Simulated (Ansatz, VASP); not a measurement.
**One calculation of Ca, two programs**

```
CELL_PARAMETERS angstrom
0.00000 2.76205 2.76205
2.76205 0.00000 2.76205
2.76205 2.76205 0.00000
ATOMIC_POSITIONS crystal
Ca 0.00000 0.00000 0.00000
```

Alike in both runs: functional PBE; k mesh 14 × 14 × 14; occupations gaussian, width 0.1 eV; no spin polarisation.

Ansatz relaxed the structure, and its values are those at the end. VASP's run is a single point on that final structure, the one shown.

```csv
,VASP,Ansatz
version,VASP 6.6.1,Ansatz 0.2.0
potentials or method,"VASP PAW PBE potentials, release 64 (Ca_sv), cutoff 500 eV","scalar-relativistic, plane waves, PAW"
valence electrons in the cell,10,10
```

|  | VASP | Ansatz | Ansatz less VASP |
| --- | --- | --- | --- |
| gap on the k mesh at the Fermi level (eV) | none | none | - |
| pressure (GPa) | 0.0 | 0.0 | 0.00 |

A gap of «none» marks a metal or a gap that the smearing closes.
